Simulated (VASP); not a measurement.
# Ta (Immm) in VASP: a series of runs

Ta is run at these levels: PBE; tasks: single point.

All numbers are computed with VASP 6.6.1; they aren't measurements. Logs are shortened: lines on timing, memory, paths and dates and some standing lists are left out, and cuts for length are marked.

## (1) The cell of the first run

The structure is orthorhombic, space group Immm (No. 71). The conventional cell has a = 2.954 Å, b = 3.319 Å, c = 3.692 Å, α = 90.00°, β = 90.00°, γ = 90.00°. Ta (site symmetry mmm) has 14 Ta at 2.89 to 3.69 Å within 3.8 Å.

## (2) Single point, PBE (normal strain along x -0.1100, normal strain along z +0.1125)

INCAR

```
ALGO     = Fast           # electronic algorithm
EDIFF    = 1E-6           # SCF threshold, eV
ENCUT    = 520            # plane-wave cutoff, eV
GGA      = PE             # functional
ISIF     = 2              # what is computed and relaxed
ISMEAR   = 0              # smearing method
LASPH    = T              # aspherical terms in the spheres
LCHARG   = F              # write CHGCAR
LREAL    = F              # projectors in reciprocal space
LWAVE    = F              # write WAVECAR
NBANDS   = 12             # bands
NELM     = 80             # most SCF steps
PREC     = Accurate       # precision mode
SIGMA    = 0.15           # smearing width, eV
```

KPOINTS

```
k-points
0
Gamma
  18 18 18
```

POSCAR

```
Ta
1.0
   -1.4769403763      1.6594835689      1.8461754704
    1.4769403763     -1.6594835689      1.8461754704
    1.4769403763      1.6594835689     -1.8461754704
Ta
1
Direct
    0.0000000000      0.0000000000      0.0000000000
```

Potentials or basis: VASP PAW PBE potentials, release 64 (Ta_pv).

The run is started by

```bash
cat potpaw_PBE.64/Ta_pv/POTCAR > POTCAR
mpirun -np 1 vasp_std > vasp.out
```

OUTCAR:

```text
EDIFF = 1E-6
   ENCUT = 520
   GGA = PE
   ISIF = 2
   ISMEAR = 0
   LASPH = T
   LREAL = F
   NELM = 80
   PREC = Accurate

 ion  position               nearest neighbor table
   1  0.000  0.000  0.000-

  LATTYP: Found a body centered orthorhombic cell.
 ALAT       =     2.9538807526
 B/A-ratio  =     1.1235955056
 C/A-ratio  =     1.2500000000

  Lattice vectors:

 A1 = (  -1.4769403763,   1.6594835689,   1.8461754704)
 A2 = (   1.4769403763,  -1.6594835689,   1.8461754704)
 A3 = (   1.4769403763,   1.6594835689,  -1.8461754704)

Analysis of symmetry for initial positions (statically):
=====================================================================
 Subroutine PRICEL returns:
 Original cell was already a primitive cell.

 Routine SETGRP: Setting up the symmetry group for a
 body centered orthorhombic supercell.

 Subroutine GETGRP returns: Found  8 space group operations
 (whereof  8 operations were pure point group operations)
 out of a pool of  8 trial point group operations.

The static configuration has the point symmetry D_2h.

Analysis of symmetry for dynamics (positions and initial velocities):
=====================================================================
 Subroutine PRICEL returns:
 Original cell was already a primitive cell.

 Routine SETGRP: Setting up the symmetry group for a
 body centered orthorhombic supercell.

 Subroutine GETGRP returns: Found  8 space group operations
 (whereof  8 operations were pure point group operations)
 out of a pool of  8 trial point group operations.

The dynamic configuration has the point symmetry D_2h.

 Subroutine INISYM returns: Found  8 space group operations
 (whereof  8 operations are pure point group operations),
 and found     1 'primitive' translations

----------------------------------------------------------------------------------------

                                     Primitive cell

  volume of cell :      18.0996

  direct lattice vectors                    reciprocal lattice vectors
    -1.476940376  1.659483569  1.846175470     0.000000000  0.301298554  0.270830161
     1.476940376 -1.659483569  1.846175470     0.338537701  0.000000000  0.270830161
     1.476940376  1.659483569 -1.846175470     0.338537701  0.301298554  0.000000000

  length of vectors
     2.888529463  2.888529463  2.888529463     0.405129356  0.433539792  0.453198184

  position of ions in fractional coordinates (direct lattice)
     0.000000000  0.000000000  0.000000000

  ion indices of the primitive-cell ions
   primitive index   ion index
                 1           1

----------------------------------------------------------------------------------------

 KPOINTS: k-points

Automatic generation of k-mesh.
 Grid dimensions read from file:
 generate k-points for:   18   18   18

 Generating k-lattice:

  Cartesian coordinates                     Fractional coordinates (reciprocal lattice)
     0.000000000  0.016738809  0.015046120     0.055555556  0.000000000 -0.000000000
     0.018807650  0.000000000  0.015046120     0.000000000  0.055555556 -0.000000000
     0.018807650  0.016738809  0.000000000    -0.000000000  0.000000000  0.055555556

  Length of vectors
     0.022507186  0.024085544  0.025177677

  Shift w.r.t. Gamma in fractional coordinates (k-lattice)
     0.000000000  0.000000000  0.000000000

 Subroutine IBZKPT returns following result:
 ===========================================

 Found    865 irreducible k-points:

 Following reciprocal coordinates:
            Coordinates               Weight
  0.000000  0.000000  0.000000      1.000000
  0.055556  0.000000 -0.000000      4.000000
  0.111111  0.000000 -0.000000      4.000000
  0.166667  0.000000 -0.000000      4.000000
  0.222222  0.000000 -0.000000      4.000000
  0.277778  0.000000 -0.000000      4.000000
[... 16 lines left out ...]
 -0.333333  0.055556  0.000000      8.000000
 -0.277778  0.055556  0.000000      8.000000
 [... further k-points ...]
   k-points           NKPTS =    865   k-points in BZ     NKDIM =    865   number of bands    NBANDS=     12
   number of dos      NEDOS =    301   number of ions     NIONS =      1
   total plane-waves  NPLWV =  13824
   dimension x,y,z NGX =    24 NGY =   24 NGZ =   24
   dimension x,y,z NGXF=    48 NGYF=   48 NGZF=   48
   ions per type =               1
   NGX,Y,Z   is equivalent  to a cutoff of  13.81, 13.81, 13.81 a.u.
   NGXF,Y,Z  is equivalent  to a cutoff of  27.63, 27.63, 27.63 a.u.
 SYSTEM =  unknown system
   PREC   = accura    normal or accurate (medium, high low for compatibility)
   ISTART =      0    job   : 0-new  1-cont  2-samecut
   ICHARG =      2    charge: 1-file 2-atom 10-const
   ISPIN  =      1    spin polarized calculation?
   LNONCOLLINEAR =      F non collinear calculations
   LSORBIT =      F    spin-orbit coupling
   LASPH  =      T    aspherical Exc in radial PAW
   ENCUT  =  520.0 eV  38.22 Ry    6.18 a.u.   5.37  5.37  5.37*2*pi/ulx,y,z
   NELM   =     80;   NELMIN=  2; NELMDL= -5     # of ELM steps
   EDIFF  = 0.1E-05   stopping-criterion for ELM
   LREAL  =      F    real-space projection
   EDIFFG = 0.1E-04   stopping-criterion for IOM
   NSW    =      0    number of steps for IOM
   IBRION =     -1    ionic relax: 0-MD 1-quasi-New 2-CG
   NFREE  =      0    steps in history (QN), initial steepest desc. (CG)
   ISIF   =      2    stress and relaxation
   ISYM   =      2    0-nonsym 1-usesym 2-fastsym
   POTIM  = 0.5000    time-step for ionic-motion
   TEBEG  =    0.0;   TEEND  =   0.0 temperature during run
   PSTRESS=    0.0 pullay stress
   NELECT =      11.0000    total number of electrons
   NUPDOWN=      -1.0000    fix difference up-down
   EMIN   =  10.00;   EMAX   =-10.00  energy-range for DOS
   EFERMI =   0.00;   METHOD = LEGACY
   ISMEAR =     0;   SIGMA  =   0.15  broadening in eV -4-tet -1-fermi 0-gaus
   EFERMI_NEDOS =   21; number of points for ismear=-14 and -15
   IALGO  =     68    algorithm
   IMIX   =      4    mixing-type and parameters
     AMIX     =   0.40;   BMIX     =  1.00
     AMIX_MAG =   1.60;   BMIX_MAG =  1.00
  volume/ion in A,a.u.               =      18.10       122.14
  Fermi-wavevector in a.u.,A,eV,Ry     =   1.386701  2.620485 26.163175  1.922939
  Thomas-Fermi vector in A             =   2.510992
   LORBIT       =      0    0 simple, 1 ext, 2 COOP (PROOUT), +10 PAW based schemes
   GGA     = PE    functional components
   LHFCALC =     F    Hartree Fock is set to
   AEXX    =    0.0000 exact exchange contribution
   IVDW    =     0    specifies the selected vdW correction
   LEPSILON=     F    determine dielectric tensor
   LRPA    =     F    only Hartree local field effects (RPA)
 non-spin polarized calculation
 RMM-DIIS sequential band-by-band and
 Gauss-broadening in eV      SIGMA  =   0.15
  energy-cutoff  :      520.00
  volume of cell :       18.10
 maximum number of plane-waves:       504
 NGX is ok and might be reduce to    24
   NGX = 11   NGY = 11   NGZ = 11

 number of electron      10.9999999 magnetization

 Free energy of the ion-electron system (eV)
  ---------------------------------------------------
  ext. energy  EPLUGINS =         0.00000000
  ---------------------------------------------------
  free energy    TOTEN  =       -11.70019607 eV

  energy without entropy =      -11.68642699  energy(sigma->0) =      -11.69331153

 E-fermi :   5.6412     XC(G=0): -12.5875

 val. band max:        5.6373663869   @ k =   0.5000  -0.2222   0.1111
 cond. band min:       5.6420049811   @ k =   0.3889  -0.2222   0.1111
 fundamental gap:      0.0046385941
 Fermi energy:         5.6412326784

 k-point     1 :       0.0000    0.0000    0.0000
  band No.  band energies     occupation
      1     -27.6727      2.00000
      2     -27.6586      2.00000
      3     -27.5789      2.00000
      4      -2.4448      2.00000
      5       5.0317      2.00000
      6       6.8024      0.00000
      7       7.4665      0.00000
      8       7.8277      0.00000
      9      10.5945      0.00000
     10      18.9670      0.00000
     11      20.1224      0.00000
     12      20.5477      0.00000

 k-point     2 :       0.0556    0.0000   -0.0000
  band No.  band energies     occupation
      1     -27.7041      2.00000
      2     -27.6630      2.00000
      3     -27.5865      2.00000
      4      -2.3223      2.00000
      5       5.0437      2.00000
      6       6.8399      0.00000
      7       7.3781      0.00000
      8       7.8441      0.00000
      9      10.5281      0.00000
     10      19.1963      0.00000
     11      20.1221      0.00000
     12      20.6600      0.00000

 k-point     3 :       0.1111    0.0000   -0.0000
  band No.  band energies     occupation
      1     -27.8087      2.00000
      2     -27.6604      2.00000
      3     -27.6085      2.00000
      4      -1.9678      2.00000
      5       5.0595      2.00000
      6       6.8719      0.00000
      7       7.1772      0.00000
      8       7.9822      0.00000
      9      10.3544      0.00000
     10      19.7889      0.00000
     11      20.1209      0.00000
     12      20.8408      0.00000

 k-point     4 :       0.1667    0.0000   -0.0000
  band No.  band energies     occupation
      1     -27.9672      2.00000
      2     -27.6551      2.00000
      3     -27.6419      2.00000
      4      -1.4224      2.00000
      5       5.0312      2.00000
      6       6.7694      0.00000
      7       7.0108      0.00000
      8       8.3902      0.00000
      9      10.1340      0.00000
     10      20.1156      0.00000
     11      20.2954      0.00000
     12      20.8706      0.00000

 k-point     5 :       0.2222    0.0000   -0.0000
  band No.  band energies     occupation
      1     -28.1569      2.00000
      2     -27.6826      2.00000
      3     -27.6484      2.00000
      4      -0.7586      2.00000
      5       4.9498      2.00000
      6       6.5556      0.00000
      7       6.9879      0.00000
      8       9.0611      0.00000
      9       9.9339      0.00000
     10      19.7485      0.00000
     11      20.1297      0.00000
     12      21.0891      0.00000
[... 228 lines left out ...]
      1     -28.7223      2.00000
      2     -27.8305      2.00000
      3     -27.6437      2.00000
      4       1.0249      2.00000
      5       5.5796      1.43883
      6       5.8101      0.11131
      7       7.2551      0.00000
      8       9.9383      0.00000
      9      12.2953      0.00000
     10      16.7290      0.00000
     11      18.8001      0.00000
     12      20.1289      0.00000

 k-point    22 :      -0.3889    0.0556    0.0000
  band No.  band energies     occupation
      1     -28.6078      2.00000
      2     -27.8017      2.00000
      3     -27.6496      2.00000
      4       0.7962      2.00000
      5       5.1766      1.99999
      6       5.8936      0.01734
      7       7.2311      0.00000
      8       9.9411      0.00000
      9      11.4382      0.00000
     10      17.5502      0.00000
     11      19.3253      0.00000
     12      20.1304      0.00000

 k-point    23 :      -0.3333    0.0556    0.0000
  band No.  band energies     occupation
      1     -28.4497      2.00000
      2     -27.7631      2.00000
      3     -27.6565      2.00000
      4       0.3556      2.00000
      5       4.8960      2.00000
      6       6.0836      0.00003
      7       7.1440      0.00000
      8       9.9334      0.00000
      9      10.4861      0.00000
     10      18.5858      0.00000
     11      20.0517      0.00000
     12      20.1589      0.00000

 k-point    24 :      -0.2778    0.0556    0.0000
  band No.  band energies     occupation
      1     -28.2646      2.00000
      2     -27.7193      2.00000
      3     -27.6634      2.00000
      4      -0.2687      2.00000
      5       4.8345      2.00000
      6       6.3274      0.00000
      7       7.0619      0.00000
      8       9.4715      0.00000
      9      10.0600      0.00000
     10      19.6218      0.00000
     11      20.1317      0.00000
     12      20.8620      0.00000

 [... further k-points ...]

------------------------ aborting loop because EDIFF is reached ----------------------------------------

  FORCE on cell =-STRESS in cart. coord.  units (eV):
  Direction    XX          YY          ZZ          XY          YZ          ZX
  --------------------------------------------------------------------------------------
  -------------------------------------------------------------------------------------
  Total        1.5109809      0.7217340     -0.4110521     -0.0000000      0.0000000      0.0000000
  in kB      133.7521152     63.8879374    -36.3863589     -0.0000000      0.0000000      0.0000000
  external PRESSURE =      53.7512312 kB  Pullay stress =       0.0000000 kB

 VOLUME and BASIS-vectors are now :
 -----------------------------------------------------------------------------
  energy-cutoff  :      520.00
  volume of cell :       18.10
      direct lattice vectors                 reciprocal lattice vectors
    -1.476940376  1.659483569  1.846175470     0.000000000  0.301298554  0.270830161
     1.476940376 -1.659483569  1.846175470     0.338537701  0.000000000  0.270830161
     1.476940376  1.659483569 -1.846175470     0.338537701  0.301298554  0.000000000

 POSITION                                       TOTAL-FORCE (eV/Angst)
 -----------------------------------------------------------------------------------
      0.00000      0.00000      0.00000         0.000000      0.000000      0.000000
 -----------------------------------------------------------------------------------
    total drift:                                0.000000      0.000000     -0.000000

  FREE ENERGIE OF THE ION-ELECTRON SYSTEM (eV)
  ---------------------------------------------------
  free  energy   TOTEN  =       -11.7001960669 eV

  energy  without entropy=      -11.6864269870  energy(sigma->0) =      -11.69331153
```

Wall time 3.6 min (1 thread of Intel Xeon 8259CL, shared host); peak memory 0.3 GiB.

Results:

```
Free energy            : -11.7002 eV
Pressure               : 5.4 GPa
Band gap on the k mesh : zero (an odd number of electrons rules out a gap without spin polarisation)
```

Caveat: the cell differs from its parent crystal (normal strain along x -0.1100, normal strain along z +0.1125); the stress differs along the axes, from -4 to 13 GPa; spin-orbit coupling is left out, which moves the levels of the heavy elements.

[end of part 1 of 2]
